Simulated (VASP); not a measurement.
# KF (Carobbiite) (Fm-3m) in VASP: further runs

The runs below take KF (Carobbiite) through relaxation of cell and atoms, single point, with r2SCAN, PBE, LDA.

Everything below comes from runs of VASP 6.6.1. Logs are shortened: lines on timing, memory, paths and dates and some standing lists are left out, and cuts for length are marked.

### 1 The cell of the first run

It takes space group Fm-3m (No. 225, cubic). The conventional cell has a = 5.419 Å, b = 5.419 Å, c = 5.419 Å, α = 90.00°, β = 90.00°, γ = 90.00°. K (site symmetry m-3m) has 6 F at 2.71 Å within 3.6 Å. Within 3.6 Å of F (site symmetry m-3m) lie 6 K at 2.71 Å.

### 2 Relaxation of cell and atoms, r2SCAN

File POSCAR:

```
KF
1.0
    0.0000000000      2.7093664331      2.7093664331
    2.7093664331      0.0000000000      2.7093664331
    2.7093664331      2.7093664331      0.0000000000
K F
1 1
Direct
    0.0000000000      0.0000000000      0.0000000000
    0.5000000000      0.5000000000      0.5000000000
```

File INCAR.step1:

```
PREC = Accurate
ENCUT = 600
ISMEAR = -1
SIGMA = 0.02
LREAL = F
LASPH = T
NELM = 60
GGA = PE
ALGO = Normal
EDIFF = 1E-4
LWAVE = T
LCHARG = F
```

File INCAR.step2:

```
PREC = Accurate
ENCUT = 600
EDIFF = 1E-7
ISMEAR = -1
SIGMA = 0.02
LREAL = F
LASPH = T
NELM = 60
ALGO = Normal
ISIF = 3
LWAVE = F
LCHARG = F
METAGGA = R2SCAN
LMIXTAU = T
IBRION = 2
NSW = 80
EDIFFG = -0.005
ISTART = 1
```

File KPOINTS:

```
regular mesh
0
Gamma
  8 8 8
```

Potentials or basis: VASP PAW PBE potentials, release 64 (K_sv, F).

Started as:

```sh
$ cat potpaw_PBE.64/K_sv/POTCAR potpaw_PBE.64/F/POTCAR > POTCAR
$ cp INCAR.step1 INCAR
$ mpirun -np 1 vasp_std > vasp.out
$ cp INCAR.step2 INCAR
$ mpirun -np 1 vasp_std > vasp.out
```

OUTCAR:

```text
PREC = Accurate
   ENCUT = 600
   EDIFF = 1E-7
   ISMEAR = -1
   LREAL = F
   LASPH = T
   NELM = 60
   ISIF = 3
   METAGGA = R2SCAN
   IBRION = 2
   NSW = 80
   EDIFFG = -0.005
   ISTART = 1

 ion  position               nearest neighbor table
   1  0.000  0.000  0.000-   2 2.71   2 2.71   2 2.71   2 2.71   2 2.71   2 2.71
   2  0.500  0.500  0.500-   1 2.71   1 2.71   1 2.71   1 2.71   1 2.71   1 2.71

  LATTYP: Found a face centered cubic cell.
 ALAT       =     5.4187328662

  Lattice vectors:

 A1 = (   0.0000000000,   2.7093664331,   2.7093664331)
 A2 = (   2.7093664331,   0.0000000000,   2.7093664331)
 A3 = (   2.7093664331,   2.7093664331,   0.0000000000)

Analysis of symmetry for initial positions (statically):
=====================================================================
 Subroutine PRICEL returns:
 Original cell was already a primitive cell.

 Routine SETGRP: Setting up the symmetry group for a
 face centered cubic supercell.

 Subroutine GETGRP returns: Found 48 space group operations
 (whereof 48 operations were pure point group operations)
 out of a pool of 48 trial point group operations.

The static configuration has the point symmetry O_h .

Analysis of symmetry for dynamics (positions and initial velocities):
=====================================================================
 Subroutine PRICEL returns:
 Original cell was already a primitive cell.

 Routine SETGRP: Setting up the symmetry group for a
 face centered cubic supercell.

 Subroutine GETGRP returns: Found 48 space group operations
 (whereof 48 operations were pure point group operations)
 out of a pool of 48 trial point group operations.

The dynamic configuration has the point symmetry O_h .

 Subroutine INISYM returns: Found 48 space group operations
 (whereof 48 operations are pure point group operations),
 and found     1 'primitive' translations

----------------------------------------------------------------------------------------

                                     Primitive cell

  volume of cell :      39.7771

  direct lattice vectors                    reciprocal lattice vectors
     0.000000000  2.709366433  2.709366433    -0.184544990  0.184544990  0.184544990
     2.709366433  0.000000000  2.709366433     0.184544990 -0.184544990  0.184544990
     2.709366433  2.709366433  0.000000000     0.184544990  0.184544990 -0.184544990

  length of vectors
     3.831622755  3.831622755  3.831622755     0.319641298  0.319641298  0.319641298

  position of ions in fractional coordinates (direct lattice)
     0.000000000  0.000000000  0.000000000
     0.500000000  0.500000000  0.500000000

  ion indices of the primitive-cell ions
   primitive index   ion index
                 1           1
                 2           2

----------------------------------------------------------------------------------------

 KPOINTS: regular mesh

Automatic generation of k-mesh.
 Grid dimensions read from file:
 generate k-points for:    8    8    8

 Generating k-lattice:

  Cartesian coordinates                     Fractional coordinates (reciprocal lattice)
    -0.023068124  0.023068124  0.023068124     0.125000000  0.000000000  0.000000000
     0.023068124 -0.023068124  0.023068124     0.000000000  0.125000000  0.000000000
     0.023068124  0.023068124 -0.023068124     0.000000000  0.000000000  0.125000000

  Length of vectors
     0.039955162  0.039955162  0.039955162

  Shift w.r.t. Gamma in fractional coordinates (k-lattice)
     0.000000000  0.000000000  0.000000000

 Subroutine IBZKPT returns following result:
 ===========================================

 Found     29 irreducible k-points:

 Following reciprocal coordinates:
            Coordinates               Weight
  0.000000  0.000000  0.000000      1.000000
  0.125000  0.000000  0.000000      8.000000
  0.250000  0.000000  0.000000      8.000000
  0.375000  0.000000  0.000000      8.000000
  0.500000  0.000000  0.000000      4.000000
  0.125000  0.125000  0.000000      6.000000
[... 16 lines left out ...]
  0.500000  0.250000  0.125000     48.000000
 -0.375000  0.250000  0.125000     24.000000
 [... further k-points ...]
   k-points           NKPTS =     29   k-points in BZ     NKDIM =     29   number of bands    NBANDS=     12
   number of dos      NEDOS =    301   number of ions     NIONS =      2
   total plane-waves  NPLWV =  32768
   dimension x,y,z NGX =    32 NGY =   32 NGZ =   32
   dimension x,y,z NGXF=    64 NGYF=   64 NGZF=   64
   ions per type =               1   1
   NGX,Y,Z   is equivalent  to a cutoff of  13.88, 13.88, 13.88 a.u.
   NGXF,Y,Z  is equivalent  to a cutoff of  27.77, 27.77, 27.77 a.u.
 SYSTEM =  unknown system
   PREC   = accura    normal or accurate (medium, high low for compatibility)
   ISTART =      1    job   : 0-new  1-cont  2-samecut
   ICHARG =      0    charge: 1-file 2-atom 10-const
   ISPIN  =      1    spin polarized calculation?
   LNONCOLLINEAR =      F non collinear calculations
   LSORBIT =      F    spin-orbit coupling
   LASPH  =      T    aspherical Exc in radial PAW
   ENCUT  =  600.0 eV  44.10 Ry    6.64 a.u.   7.65  7.65  7.65*2*pi/ulx,y,z
   NELM   =     60;   NELMIN=  2; NELMDL=  0     # of ELM steps
   EDIFF  = 0.1E-06   stopping-criterion for ELM
   LREAL  =      F    real-space projection
   EDIFFG = -.5E-02   stopping-criterion for IOM
   NSW    =     80    number of steps for IOM
   IBRION =      2    ionic relax: 0-MD 1-quasi-New 2-CG
   NFREE  =      1    steps in history (QN), initial steepest desc. (CG)
   ISIF   =      3    stress and relaxation
   ISYM   =      2    0-nonsym 1-usesym 2-fastsym
   POTIM  = 0.5000    time-step for ionic-motion
   TEBEG  =    0.0;   TEEND  =   0.0 temperature during run
   PSTRESS=    0.0 pullay stress
   NELECT =      16.0000    total number of electrons
   NUPDOWN=      -1.0000    fix difference up-down
   EMIN   =  10.00;   EMAX   =-10.00  energy-range for DOS
   EFERMI =   0.00;   METHOD = LEGACY
   ISMEAR =    -1;   SIGMA  =   0.02  broadening in eV -4-tet -1-fermi 0-gaus
   EFERMI_NEDOS =   21; number of points for ismear=-14 and -15
   IALGO  =     38    algorithm
   IMIX   =      4    mixing-type and parameters
     AMIX     =   0.40;   BMIX     =  1.00
     AMIX_MAG =   1.60;   BMIX_MAG =  1.00
  volume/ion in A,a.u.               =      19.89       134.21
  Fermi-wavevector in a.u.,A,eV,Ry     =   1.208473  2.283684 19.870055  1.460408
  Thomas-Fermi vector in A             =   2.344080
   LORBIT       =      0    0 simple, 1 ext, 2 COOP (PROOUT), +10 PAW based schemes
   METAGGA = R2SCAN    functional components
   LHFCALC =     F    Hartree Fock is set to
   AEXX    =    0.0000 exact exchange contribution
   IVDW    =     0    specifies the selected vdW correction
   LEPSILON=     F    determine dielectric tensor
   LRPA    =     F    only Hartree local field effects (RPA)
 conjugate gradient relaxation of ions
 non-spin polarized calculation
  energy-cutoff  :      600.00
  volume of cell :       39.78
 maximum number of plane-waves:      1363
   NGX = 15   NGY = 15   NGZ = 15

--------------------------------------- Ionic step        1  -------------------------------------------

 number of electron      15.9999994 magnetization

 Free energy of the ion-electron system (eV)
  ---------------------------------------------------
  ext. energy  EPLUGINS =         0.00000000
  ---------------------------------------------------
  free energy    TOTEN  =       -14.96584442 eV

  energy without entropy =      -14.96584442  energy(sigma->0) =      -14.96584442

------------------------ aborting loop because EDIFF is reached ----------------------------------------

  FORCE on cell =-STRESS in cart. coord.  units (eV):
  Direction    XX          YY          ZZ          XY          YZ          ZX
  --------------------------------------------------------------------------------------
  -------------------------------------------------------------------------------------
  Total       -0.4461320     -0.4461320     -0.4461320     -0.0000000     -0.0000000     -0.0000000
  in kB      -17.9696958    -17.9696958    -17.9696958     -0.0000000     -0.0000000     -0.0000000
  external PRESSURE =     -17.9696958 kB  Pullay stress =       0.0000000 kB
[... 93 lines left out ...]
  energy  without entropy=      -14.9791740994  energy(sigma->0) =      -14.97917410

--------------------------------------- Ionic step        4  -------------------------------------------

 number of electron      16.0000000 magnetization

 Free energy of the ion-electron system (eV)
  ---------------------------------------------------
  ext. energy  EPLUGINS =         0.00000000
  ---------------------------------------------------
  free energy    TOTEN  =       -14.97918283 eV

  energy without entropy =      -14.97918283  energy(sigma->0) =      -14.97918283

 E-fermi :  -2.8899     XC(G=0):  -8.9800

 val. band max:       -3.3115813517   @ k =   0.0000   0.0000   0.0000
 cond. band min:       3.6083585842   @ k =   0.0000   0.0000   0.0000
 fundamental gap:      6.9199399359
 Fermi energy:        -2.8899114214

 k-point     1 :       0.0000    0.0000    0.0000
  band No.  band energies     occupation
      1     -30.3853      2.00000
      2     -23.1098      2.00000
      3     -12.8592      2.00000
      4     -12.8592      2.00000
      5     -12.8592      2.00000
      6      -3.3116      2.00000
      7      -3.3116      2.00000
      8      -3.3116      2.00000
      9       3.6084      0.00000
     10       8.1893      0.00000
     11       8.1893      0.00000
     12       8.1893      0.00000
[... 331 lines left out ...]
 k-point    24 :      -0.3750    0.2500    0.1250
  band No.  band energies     occupation
      1     -30.2705      2.00000
      2     -23.1822      2.00000
      3     -13.1906      2.00000
      4     -13.0823      2.00000
      5     -12.9328      2.00000
      6      -3.8706      2.00000
      7      -3.5876      2.00000
      8      -3.5613      2.00000
      9       6.7622      0.00000
     10       7.4814      0.00000
     11       9.3755      0.00000
     12      10.3748      0.00000

 [... further k-points ...]
[... 5 lines left out ...]
  --------------------------------------------------------------------------------------
  -------------------------------------------------------------------------------------
  Total        0.0009745      0.0009745      0.0009745     -0.0000000     -0.0000000      0.0000000
  in kB        0.0415990      0.0415990      0.0415990     -0.0000000     -0.0000000      0.0000000
  external PRESSURE =       0.0415990 kB  Pullay stress =       0.0000000 kB
[... 17 lines left out ...]
  FREE ENERGIE OF THE ION-ELECTRON SYSTEM (eV)
  ---------------------------------------------------
  free  energy   TOTEN  =       -14.9791828309 eV

  energy  without entropy=      -14.9791828308  energy(sigma->0) =      -14.97918283

 reached required accuracy - stopping structural energy minimisation
```

It took 1.7 min on 1 thread of Intel Xeon 6975P-C (Granite Rapids), shared host; peak memory 0.2 GiB.

Results:

- Free energy: -14.9792 eV
- Relaxed volume: 18.77 Å³/atom
- Relaxed cell: a = 3.758 Å, b = 3.758 Å, c = 3.758 Å, α = 60.00°, β = 60.00°, γ = 60.00°
- Space group after relaxing (to 0.05 Å): Fm-3m (No. 225)
- Energy gained by relaxing: 6.7 meV/atom
- Ionic steps: 4
- Pressure after relaxing: 0.0 GPa
- Band gap on the k mesh: 6.92 eV, direct

The path:
```
step  energy change (eV)  largest force (eV/Å)  pressure (GPa)  volume (Å³)
   1              0.0000                0.0000           -1.80        39.78
   2             -0.0107                0.0000           -0.86        38.51
   3             -0.0133                0.0000           -0.05        37.59
   4             -0.0133                0.0000            0.00        37.53
```

Final structure:
```
CELL_PARAMETERS angstrom
0.00000 2.65743 2.65743
2.65743 0.00000 2.65743
2.65743 2.65743 0.00000
ATOMIC_POSITIONS crystal
K 0.00000 0.00000 0.00000
F 0.50000 0.50000 0.50000
```

Caveat: the PAW data sets were made with another functional, which shifts forces and pressure a little. r2SCAN opens gaps a little over a GGA but as a rule still falls short of measured ones.

### 3 Single point, PBE

This run uses another cell than the first one, of 18.80 Å³/atom, 0.945 times its volume.

File INCAR:

```
SYSTEM = KF
PREC     = Accurate       ! precision mode
ENCUT    = 520            ! plane-wave cutoff, eV
EDIFF    = 1E-7           ! SCF threshold, eV
ISMEAR   = 0              ! smearing method
SIGMA    = 0.01           ! smearing width, eV
LREAL    = .FALSE.        ! projectors in reciprocal space
LASPH    = .TRUE.         ! aspherical terms in the spheres
NELM     = 100            ! most SCF steps
ALGO     = Normal         ! electronic algorithm
ISIF     = 2              ! what is computed and relaxed
LWAVE    = .FALSE.        ! write WAVECAR
LCHARG   = .FALSE.        ! write CHGCAR
GGA      = PE             ! functional
NBANDS   = 15             ! bands
```

File KPOINTS:

```
regular mesh
0
G
  4 4 4
  0 0 0
```

File POSCAR:

```
KF
1.0
    0.0000000000      2.6589566750      2.6589566750
    2.6589566750      0.0000000000      2.6589566750
    2.6589566750      2.6589566750      0.0000000000
K F
1 1
Direct
    0.0000000000      0.0000000000      0.0000000000
    0.5000000000      0.5000000000      0.5000000000
```

Potentials or basis: VASP PAW PBE potentials, release 64 (K_sv, F).

Started as:

```sh
$ cat potpaw_PBE.64/K_sv/POTCAR potpaw_PBE.64/F/POTCAR > POTCAR
$ mpirun -np 1 vasp_std > vasp.out
```

Run time: 5 s. Hardware: 1 thread of Intel Xeon Platinum 8488C (Sapphire Rapids), shared host; peak memory 0.15 GiB.

The run converged. Its results:

```
Free energy            : -8.2836 eV
Pressure               : 2.0 GPa
Band gap on the k mesh : 6.24 eV, direct
```

Levels at points of the mesh, in eV from the valence-band top:
```
           k point  band 4  band 5  band 6  band 7  band 8  band 9  band 10  band 11  band 12  band 13
(0.00, 0.00, 0.00)   -9.34   -9.34    0.00    0.00    0.00    6.24    10.72    10.72    10.72    12.41
(0.50, 0.00, 0.00)   -9.37   -9.37   -0.81   -0.36   -0.36    9.13    10.71    12.14    12.14    14.40
(0.50, 0.50, 0.00)   -9.56   -9.56   -0.21   -0.05   -0.05    8.21    10.38    11.93    13.69    14.32
```

Caveat: the k points lie up to 0.51 Å⁻¹ apart. Expect the measured gap to be larger: semilocal functionals such as PBE lack the derivative discontinuity.

### 4 Single point, LDA

This run uses another cell than the first one, of 17.20 Å³/atom, 0.865 times its volume.

File INCAR:

```
SYSTEM = KF
  PREC = Accurate
  ENCUT = 520
  EDIFF = 1E-6
  ISMEAR = -1
  SIGMA = 0.02
  LREAL = .False.
  LASPH = .True.
  NELM = 60
  ALGO = Normal
  ISIF = 2
  LWAVE = .False.
  LCHARG = .False.
  NBANDS = 15
```

File KPOINTS:

```
regular mesh
0
Gamma
  8 8 8
  0 0 0
```

File POSCAR:

```
KF
1.0
    0.0000000000      2.5811072292      2.5811072292
    2.5811072292      0.0000000000      2.5811072292
    2.5811072292      2.5811072292      0.0000000000
K F
1 1
Direct
    0.0000000000      0.0000000000      0.0000000000
    0.5000000000      0.5000000000      0.5000000000
```

Potentials or basis: VASP PAW LDA potentials, release 64 (K_sv, F).

Started as:

```sh
$ cat potpaw_LDA.64/K_sv/POTCAR potpaw_LDA.64/F/POTCAR > POTCAR
$ mpirun -np 1 vasp_std > vasp.out
```

OUTCAR:

```text
SYSTEM = KF
   PREC = Accurate
   ENCUT = 520
   EDIFF = 1E-6
   ISMEAR = -1
   LREAL = .False.
   LASPH = .True.
   NELM = 60
   ISIF = 2

 ion  position               nearest neighbor table
   1  0.000  0.000  0.000-   2 2.58   2 2.58   2 2.58   2 2.58   2 2.58   2 2.58
   2  0.500  0.500  0.500-   1 2.58   1 2.58   1 2.58   1 2.58   1 2.58   1 2.58

  LATTYP: Found a face centered cubic cell.
 ALAT       =     5.1622144584

  Lattice vectors:

 A1 = (   0.0000000000,   2.5811072292,   2.5811072292)
 A2 = (   2.5811072292,   0.0000000000,   2.5811072292)
 A3 = (   2.5811072292,   2.5811072292,   0.0000000000)
[... 608 lines left out ...]
     12      10.2603      0.00000
     13      11.7084      0.00000
     14      12.8608      0.00000
     15      13.2291      0.00000

 [... further k-points ...]
[... 5 lines left out ...]
  --------------------------------------------------------------------------------------
  -------------------------------------------------------------------------------------
  Total        0.0527513      0.0527513      0.0527513      0.0000000      0.0000000      0.0000000
  in kB        2.4575137      2.4575137      2.4575137      0.0000000      0.0000000      0.0000000
  external PRESSURE =       2.4575137 kB  Pullay stress =       0.0000000 kB

 VOLUME and BASIS-vectors are now :
 -----------------------------------------------------------------------------
  energy-cutoff  :      520.00
  volume of cell :       34.39
      direct lattice vectors                 reciprocal lattice vectors
     0.000000000  2.581107229  2.581107229    -0.193715315  0.193715315  0.193715315
     2.581107229  0.000000000  2.581107229     0.193715315 -0.193715315  0.193715315
     2.581107229  2.581107229  0.000000000     0.193715315  0.193715315 -0.193715315

 POSITION                                       TOTAL-FORCE (eV/Angst)
 -----------------------------------------------------------------------------------
      0.00000      0.00000      0.00000        -0.000000      0.000000      0.000000
      2.58111      2.58111      2.58111         0.000000     -0.000000     -0.000000
 -----------------------------------------------------------------------------------
    total drift:                                0.000000      0.000000      0.000000

  FREE ENERGIE OF THE ION-ELECTRON SYSTEM (eV)
  ---------------------------------------------------
  free  energy   TOTEN  =        -9.0714668072 eV

  energy  without entropy=       -9.0714668072  energy(sigma->0) =       -9.07146681
```

OSZICAR:

```text
N       E                     dE             d eps       ncg     rms          rms(c)
DAV:   1     0.120435218487E+03    0.12044E+03   -0.84421E+03   870   0.107E+03
DAV:   2    -0.509169410625E+01   -0.12553E+03   -0.11100E+03  1089   0.293E+02
DAV:   3    -0.101251715833E+02   -0.50335E+01   -0.50051E+01  1174   0.546E+01
DAV:   4    -0.102500632392E+02   -0.12489E+00   -0.12488E+00  1103   0.829E+00
DAV:   5    -0.102523421224E+02   -0.22789E-02   -0.22789E-02  1202   0.861E-01    0.634E+00
DAV:   6    -0.914400579746E+01    0.11083E+01   -0.30453E+00   920   0.157E+01    0.479E+00
DAV:   7    -0.909706472156E+01    0.46941E-01   -0.75128E-02  1094   0.220E+00    0.285E+00
DAV:   8    -0.907142826630E+01    0.25636E-01   -0.45316E-02  1045   0.210E+00    0.215E-01
DAV:   9    -0.907137727376E+01    0.50993E-04   -0.30883E-03  1031   0.476E-01    0.979E-02
DAV:  10    -0.907146831210E+01   -0.91038E-04   -0.27687E-04  1140   0.183E-01    0.448E-02
DAV:  11    -0.907146377889E+01    0.45332E-05   -0.36696E-05  1173   0.724E-02    0.138E-02
DAV:  12    -0.907146669774E+01   -0.29188E-05   -0.33533E-06   964   0.199E-02    0.175E-03
DAV:  13    -0.907146680717E+01   -0.10943E-06   -0.37065E-07   757   0.574E-03
   1 F= -.90714668E+01 E0= -.90714668E+01  d E =-.193698E-12
```

It took 11 s on 1 thread of Intel Xeon Platinum 8488C (Sapphire Rapids), shared host; peak memory 0.14 GiB.

Results:

| Property | Result |
| --- | --- |
| Free energy | -9.0715 eV |
| Pressure | 0.2 GPa |
| Band gap on the k mesh | 6.35 eV, direct |

Levels at points of the mesh, in eV from the valence-band top:
| k point | band 5 | band 6 | band 7 | band 8 | band 9 | band 10 | band 11 | band 12 |
| --- | --- | --- | --- | --- | --- | --- | --- | --- |
| (0.00, 0.00, 0.00) | -8.75 | 0.00 | 0.00 | 0.00 | 6.35 | 10.78 | 10.78 | 10.78 |
| (0.50, 0.00, 0.00) | -8.80 | -0.97 | -0.47 | -0.47 | 9.20 | 11.00 | 12.46 | 12.46 |
| (0.50, 0.50, 0.00) | -9.07 | -0.14 | -0.02 | -0.02 | 7.95 | 10.71 | 12.23 | 14.14 |

A k mesh can miss the band edges. Expect the measured gap to be larger: semilocal functionals such as LDA lack the derivative discontinuity.

(Continued in part 2 of 2.)
